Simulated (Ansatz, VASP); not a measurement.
One calculation of LiF, two programs

```xyz
2
Lattice="2.0140 2.0140 0.0000 -2.0140 2.0140 0.0000 0.0000 2.0140 2.0140" Properties=species:S:1:pos:R:3 pbc="T T T"
Li    0.0000    0.0000    0.0000
F     0.0000    2.0140    0.0000
```

Alike in both runs: task relaxation of cell and atoms; functional r2SCAN; k mesh 14 × 14 × 14; occupations fermi-dirac, width 0.05 eV; no spin polarisation.

```csv
,VASP,Ansatz
version,VASP 6.6.1,Ansatz 0.2.0
potentials or method,"VASP PAW PBE potentials, release 64 (Li_sv, F)","PAW with Ansatz's default frozen-core files, scalar-relativistic"
plane-wave cutoff (eV),600,500
valence electrons in the cell,10,10
```

Ansatz gave:

```
relaxed volume (Å³/atom)                                        : 7.94
relaxed length of the cell vector where the two differ most in proportion (Å) : 2.821
```

Task: What did VASP give for the same quantities?

Result: Relaxed volume (Å³/atom): 7.84; relaxed length of the cell vector where the two differ most in proportion (Å): 2.810.

VASP's potentials were made for PBE, not for r2SCAN.

Noted on VASP's run: the cutoff is under 1.25 times that of the potentials, so the pressure is a little rough.
